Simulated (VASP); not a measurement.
Runs of VASP 6.6.1 on CdSiP2. The structure is that of space group I-42d (No. 122), or close to it. The cells are those of the table. 

```csv
level,cell,k mesh,cutoff (eV),smearing,gap on the mesh (eV),pressure (GPa),largest force (eV/Å)
PBE,"a = 6.610 Å, angles 129.0, 129.0, 75.1°, 8 atoms",6 × 6 × 6,500,fermi-dirac 0.02 eV,1.37,1.7,0.02
PBE,"a = 6.610 Å, angles 129.0, 129.0, 75.1°, 8 atoms",4 × 4 × 4,500,gaussian 0.01 eV,1.37,(a),0.02
r2SCAN,"a = 6.610 Å, angles 129.0, 129.0, 75.1°, 8 atoms",6 × 6 × 6,550,fermi-dirac 0.02 eV,(b),-0.1,0.06
PBE,"a = 6.662 Å, angles 129.1, 129.1, 74.8°, 8 atoms",6 × 6 × 6,500,fermi-dirac 0.02 eV,1.42,0.1,0.04
```

Alike in all rows: task single point; potentials or basis VASP PAW PBE potentials, release 64 (Cd, P, Si); no spin polarisation.

Question: Estimate the missing entries.

Answer: (a) 1.6; (b) 1.61.

Caveats: the PAW data sets were made with another functional, which shifts forces and pressure a little (at least some runs).

A k mesh can miss the band edges, and the runs leave out spin-orbit coupling on Cd.
